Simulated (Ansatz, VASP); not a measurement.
## Two plane-wave programs on MgTiN

```
CELL_PARAMETERS angstrom
3.08213 0.00000 0.00000
-1.54107 2.66921 0.00000
0.00000 0.00000 9.92288
ATOMIC_POSITIONS crystal
Mg 0.00000 0.00000 0.00000
Mg 0.00000 0.00000 0.50000
Ti 0.66667 0.33333 0.25958
Ti 0.66667 0.33333 0.74042
N 0.33333 0.66667 0.35571
N 0.33333 0.66667 0.64429
```

Change from the starting cell: the structure that the rattled cell fell into.

Alike in both runs: functional PBE; k mesh 12 × 12 × 4; occupations gaussian, width 0.1 eV; no spin polarisation.

Ansatz relaxed the structure, and its values are those at the end. VASP's run is a single point on that final structure, the one shown.

```csv
,VASP,Ansatz
version,VASP 6.6.1,Ansatz 0.2.0
potentials or method,"VASP PAW PBE potentials, release 64 (Mg, Ti_sv, N), cutoff 520 eV","scalar-relativistic, plane waves, PAW"
valence electrons in the cell,38,54
```

|  | VASP | Ansatz | Ansatz less VASP |
| --- | --- | --- | --- |
| gap on the k mesh at the Fermi level (eV) | none | none | - |
| pressure (GPa) | 0.0 | 0.0 | +0.03 |
| rms of the force components (eV/Å) | 0.022 | 0.002 | -0.0200 |

A gap of «none» marks a metal or a gap that the smearing closes. VASP's potentials hold 38 valence electrons a cell and Ansatz's 54, so a difference there can come from the potentials and not from the codes.
